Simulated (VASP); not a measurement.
# LiF (P3_212) in VASP: further runs, part 2 of 2

VASP 6.6.1. Earlier steps stand in the parts before.

**3. Single point, PBE**

This run uses another cell than the first one, of 12.16 Å³/atom.

File INCAR:

```
SYSTEM = LiF
  PREC = Accurate
  ENCUT = 520
  EDIFF = 1E-6
  ISMEAR = 0
  SIGMA = 0.02
  LREAL = .FALSE.
  LASPH = .TRUE.
  NELM = 100
  ALGO = Normal
  ISIF = 2
  LWAVE = .FALSE.
  LCHARG = .FALSE.
  GGA = PE
  NBANDS = 24
```

File KPOINTS:

```
regular mesh
0
G
  12 12 4
  0 0 0
```

File POSCAR:

```
LiF
1.0
    3.1365319212      0.0000000000      0.0000000000
   -1.5682659606      2.7163163235      0.0000000000
    0.0000000000      0.0000000000      8.5666294795
Li F
3 3
Direct
    0.1656167429      0.8343832571      0.6666666667
    0.1656167429      0.3312334858      0.3333333333
    0.6687665142      0.8343832571      0.0000000000
    0.8336299989      0.1663700011      0.6666666667
    0.8336299989      0.6672599979      0.3333333333
    0.3327400021      0.1663700011      0.0000000000
```

Potentials or basis: VASP PAW PBE potentials, release 64 (Li_sv, F).

Started as:

```console
> cat potpaw_PBE.64/Li_sv/POTCAR potpaw_PBE.64/F/POTCAR > POTCAR
> mpirun -np 1 vasp_std > vasp.out
```

OUTCAR:

```text
SYSTEM = LiF
   PREC = Accurate
   ENCUT = 520
   EDIFF = 1E-6
   ISMEAR = 0
   LREAL = .FALSE.
   LASPH = .TRUE.
   NELM = 100
   ISIF = 2
   GGA = PE

 ion  position               nearest neighbor table
   1  0.166  0.834  0.667-   4 1.80   4 1.81   4 1.81
   2  0.166  0.331  0.333-   5 1.80   5 1.81   5 1.81
   3  0.669  0.834  0.000-   6 1.80   6 1.81   6 1.81
   4  0.834  0.166  0.667-   1 1.80   1 1.81   1 1.81
   5  0.834  0.667  0.333-   2 1.80   2 1.81   2 1.81
   6  0.333  0.166  0.000-   3 1.80   3 1.81   3 1.81

  LATTYP: Found a hexagonal cell.
 ALAT       =     3.1365319212
 C/A-ratio  =     2.7312425618

  Lattice vectors:

 A1 = (   3.1365319212,   0.0000000000,   0.0000000000)
 A2 = (  -1.5682659606,   2.7163163235,   0.0000000000)
 A3 = (   0.0000000000,   0.0000000000,   8.5666294795)

Analysis of symmetry for initial positions (statically):
=====================================================================
 Subroutine PRICEL returns:
 Original cell was already a primitive cell.

 Routine SETGRP: Setting up the symmetry group for a
[... 174 lines left out ...]
  free energy    TOTEN  =       -28.29127228 eV

  energy without entropy =      -28.29127228  energy(sigma->0) =      -28.29127228

 E-fermi :  -3.1295     XC(G=0):  -7.8855

 val. band max:       -3.3057477438   @ k =   0.1667   0.1667   0.0000
 cond. band min:       3.3908622140   @ k =   0.0000   0.0000   0.0000
 fundamental gap:      6.6966099578
 Fermi energy:        -3.1295177141

 k-point     1 :       0.0000    0.0000    0.0000
  band No.  band energies     occupation
      1     -44.1210      2.00000
      2     -44.1159      2.00000
      3     -44.1159      2.00000
      4     -22.5020      2.00000
      5     -22.3971      2.00000
      6     -22.3971      2.00000
[... 637 lines left out ...]
     23      13.1410      0.00000
     24      15.2610      0.00000

 [... further k-points ...]
[... 5 lines left out ...]
  --------------------------------------------------------------------------------------
  -------------------------------------------------------------------------------------
  Total        0.0234502      0.0234502     -0.1290491     -0.0000000      0.0000000      0.0000000
  in kB        0.5147743      0.5147743     -2.8328630     -0.0000000      0.0000000      0.0000000
  external PRESSURE =      -0.6011048 kB  Pullay stress =       0.0000000 kB

 VOLUME and BASIS-vectors are now :
 -----------------------------------------------------------------------------
  energy-cutoff  :      520.00
  volume of cell :       72.99
      direct lattice vectors                 reciprocal lattice vectors
     3.136531921  0.000000000  0.000000000     0.318823473  0.184072818  0.000000000
    -1.568265961  2.716316324  0.000000000     0.000000000  0.368145636  0.000000000
     0.000000000  0.000000000  8.566629479     0.000000000  0.000000000  0.116732024

 POSITION                                       TOTAL-FORCE (eV/Angst)
 -----------------------------------------------------------------------------------
     -0.78907      2.26645      5.71109         0.002057     -0.001188     -0.000000
      0.00000      0.89973      2.85554        -0.000000      0.002376     -0.000000
      0.78907      2.26645      0.00000        -0.002057     -0.001188     -0.000000
      2.35379      0.45191      5.71109        -0.001479      0.000854     -0.000000
      1.56827      1.81249      2.85554         0.000000     -0.001708      0.000000
      0.78274      0.45191      0.00000         0.001479      0.000854     -0.000000
 -----------------------------------------------------------------------------------
    total drift:                                0.000008      0.000011     -0.000000

  FREE ENERGIE OF THE ION-ELECTRON SYSTEM (eV)
  ---------------------------------------------------
  free  energy   TOTEN  =       -28.2912722842 eV

  energy  without entropy=      -28.2912722842  energy(sigma->0) =      -28.29127228
```

OSZICAR:

```text
N       E                     dE             d eps       ncg     rms          rms(c)
DAV:   1     0.218676837336E+03    0.21868E+03   -0.15238E+04  3320   0.131E+03
DAV:   2    -0.963664699327E+01   -0.22831E+03   -0.21955E+03  4048   0.342E+02
DAV:   3    -0.292496859679E+02   -0.19613E+02   -0.19427E+02  5616   0.806E+01
DAV:   4    -0.309645832532E+02   -0.17149E+01   -0.17136E+01  4264   0.188E+01
DAV:   5    -0.309914418725E+02   -0.26859E-01   -0.26857E-01  4888   0.285E+00    0.976E+00
DAV:   6    -0.281897588613E+02    0.28017E+01   -0.92332E+00  3760   0.187E+01    0.316E+00
DAV:   7    -0.282280121817E+02   -0.38253E-01   -0.44713E-01  4440   0.318E+00    0.209E+00
DAV:   8    -0.282848858897E+02   -0.56874E-01   -0.11324E-01  3552   0.301E+00    0.440E-01
DAV:   9    -0.282883240534E+02   -0.34382E-02   -0.20028E-02  4456   0.821E-01    0.132E-01
DAV:  10    -0.282912310845E+02   -0.29070E-02   -0.32828E-03  3488   0.336E-01    0.220E-02
DAV:  11    -0.282912691971E+02   -0.38113E-04   -0.11317E-04  4592   0.720E-02    0.144E-02
DAV:  12    -0.282912727643E+02   -0.35672E-05   -0.18459E-05  3920   0.290E-02    0.247E-03
DAV:  13    -0.282912722842E+02    0.48009E-06   -0.12689E-06  4144   0.864E-03
   1 F= -.28291272E+02 E0= -.28291272E+02  d E =-.867375E-37
```

stdout:

```text
POSCAR found type information on POSCAR LiF
 POSCAR found :  2 types and       6 ions
 scaLAPACK will be used
 LDA part: xc-table for (Slater+PW92), standard interpolation
 POSCAR, INCAR and KPOINTS ok, starting setup
 FFT: planning ... GRIDC
 FFT: planning ... GRID_SOFT
 FFT: planning ... GRID
 WAVECAR not read
 entering main loop
```

Run time: 1.7 min. Hardware: 1 thread of Oxide Virtual Turin-like, shared host; peak memory 0.2 GiB.

What came out:

- Free energy: -28.2913 eV
- Band gap on the k mesh: 6.70 eV (least direct gap 6.72 eV)

Forces on the atoms (eV/Å):
```
Li   0.002 -0.001  0.000
Li   0.000  0.002  0.000
Li  -0.002 -0.001  0.000
F   -0.001  0.001  0.000
F    0.000 -0.002  0.000
F    0.001  0.001  0.000
```

Levels at points of the mesh, in eV from the valence-band top:
| k point | band 13 | band 14 | band 15 | band 16 | band 17 | band 18 |
| --- | --- | --- | --- | --- | --- | --- |
| (0.00, 0.00, 0.00) | -0.38 | -0.38 | -0.03 | 6.70 | 8.90 | 8.90 |
| (0.50, 0.00, 0.00) | -0.52 | -0.29 | -0.13 | 10.25 | 11.02 | 11.12 |
| (0.00, 0.00, 0.50) | -0.39 | -0.39 | -0.36 | 7.41 | 7.41 | 9.91 |
| (0.50, 0.00, 0.50) | -0.60 | -0.31 | -0.06 | 10.44 | 10.80 | 10.84 |

Caveat: the cutoff is under 1.25 times the usual one of these potentials, so pressure, stress and relaxed cells hold a basis-set (Pulay) error. A k mesh can miss the band edges.

**4. Relaxation of cell and atoms, PBE**

This run uses another cell than the first one, of 11.80 Å³/atom.

File INCAR:

```
SYSTEM = LiF
  PREC = Accurate
  ENCUT = 600
  EDIFF = 1E-6
  ISMEAR = 0
  SIGMA = 0.02
  LREAL = .False.
  LASPH = .True.
  NELM = 60
  ALGO = Normal
  ISIF = 3
  LWAVE = .False.
  LCHARG = .False.
  GGA = PE
  IBRION = 2
  NSW = 100
  EDIFFG = -0.01
```

File KPOINTS:

```
Automatic mesh
0
Gamma
  12 12 4
  0 0 0
```

File POSCAR:

```
LiF
1.0
    3.1403891254      0.0000000000      0.0000000000
   -1.5701945627      2.7196567604      0.0000000000
    0.0000000000      0.0000000000      8.2890254902
Li F
3 3
Direct
    0.1656287449      0.8343712551      0.6666666667
    0.1656287449      0.3312574899      0.3333333333
    0.6687425101      0.8343712551      0.0000000000
    0.8339326281      0.1660673719      0.6666666667
    0.8339326281      0.6678652563      0.3333333333
    0.3321347437      0.1660673719      0.0000000000
```

Started as:

```console
> cat potpaw_PBE.64/Li_sv/POTCAR potpaw_PBE.64/F/POTCAR > POTCAR
> mpirun -np 1 vasp_std > vasp.out
```

Run time: 11 min. Hardware: 1 thread of Oxide Virtual Turin-like, shared host; peak memory 0.23 GiB.

Results (log left out):

```yaml
Free_energy: -28.2975 eV
Relaxed_volume: 11.49 Å³/atom
Relaxed_cell: a = 3.142 Å, b = 3.142 Å, c = 8.063 Å, α = 90.00°, β = 90.00°, γ = 120.00°
Space_group_after_relaxing_to_0.1_Å: P3_212 (No. 153)
Energy_gained_by_relaxing: 0.3 meV/atom
Ionic_steps: 9
Pressure_after_relaxing: -0.1 GPa
Band_gap_on_the_k_mesh: 6.76 eV
```

Forces on the atoms (eV/Å):
```
Li  -0.002  0.001  0.000
Li   0.000 -0.002  0.000
Li   0.002  0.001  0.000
F    0.002 -0.001  0.000
F    0.000  0.002  0.000
F   -0.002 -0.001  0.000
```

Step by step:
| step | energy change (eV) | largest force (eV/Å) | pressure (GPa) | volume (Å³) |
| --- | --- | --- | --- | --- |
| 1 | 0.0000 | 0.0028 | -0.16 | 70.79 |
| 2 | -0.0001 | 0.0016 | -0.12 | 70.67 |
| 3 | -0.0002 | 0.0033 | 0.07 | 70.31 |
| 4 | -0.0003 | 0.0038 | 0.08 | 70.25 |
| 5 | -0.0005 | 0.0053 | 0.10 | 70.07 |
| 6 | -0.0008 | 0.0084 | 0.13 | 69.70 |
| 7 | -0.0011 | 0.0147 | 0.25 | 68.96 |
| 8 | -0.0014 | 0.0102 | 0.14 | 68.95 |
| 9 | -0.0016 | 0.0023 | -0.05 | 68.93 |

Final structure:
```
CELL_PARAMETERS angstrom
3.14185 0.00000 0.00000
-1.57092 2.72092 0.00000
0.00000 0.00000 8.06326
ATOMIC_POSITIONS crystal
Li 0.16544 0.83456 0.66667
Li 0.16544 0.33088 0.33333
Li 0.66912 0.83456 0.00000
F 0.83387 0.16613 0.66667
F 0.83387 0.66774 0.33333
F 0.33226 0.16613 0.00000
```

Levels at points of the mesh, in eV from the valence-band top:
```csv
k point,band 11,band 12,band 13,band 14,band 15,band 16,band 17,band 18,band 19
"(0.00, 0.00, 0.00)",-0.61,-0.51,-0.51,-0.51,0.00,6.76,9.16,9.16,14.71
"(0.50, 0.00, 0.00)",-0.98,-0.90,-0.68,-0.39,-0.22,10.17,10.97,11.14,11.64
"(0.00, 0.00, 0.50)",-0.58,-0.58,-0.52,-0.52,-0.47,7.54,7.54,10.25,13.40
"(0.50, 0.00, 0.50)",-1.01,-0.88,-0.79,-0.43,-0.12,10.35,10.74,10.87,11.95
```

Caveat: the cutoff is under 1.25 times the usual one of these potentials, so pressure, stress and relaxed cells hold a basis-set (Pulay) error.

**5. Summary**

```tsv
task	cell	k mesh	cutoff (eV)	smearing	gap on the mesh (eV)	pressure (GPa)
relaxation of cell and atoms	relaxed from a = 3.064, b = 3.064, c = 5.008 Å, angles 90.0, 90.0, 120.0°, 6 atoms, atomic positions A	6 × 6 × 4	600	gaussian 0.1 eV	7.08	0.6
single point	a = 3.137, b = 3.137, c = 8.567 Å, angles 90.0, 90.0, 120.0°, 6 atoms, atomic positions B	12 × 12 × 4	520	gaussian 0.02 eV	6.70	-
relaxation of cell and atoms	relaxed from a = 3.140, b = 3.140, c = 8.289 Å, angles 90.0, 90.0, 120.0°, 6 atoms, atomic positions C	12 × 12 × 4	600	gaussian 0.02 eV	6.76	-0.1
```

Alike in all rows: level PBE; potentials or basis VASP PAW PBE potentials, release 64 (Li_sv, F); no spin polarisation.

Caveats: the cutoff is under 1.25 times the usual one of these potentials, so pressure, stress and relaxed cells hold a basis-set (Pulay) error; the volume moved by over 15 % at a fixed basis, so the end points are rough (at least some runs).

Total energies depend on the potentials used, so only differences within one code and one set of settings carry meaning.
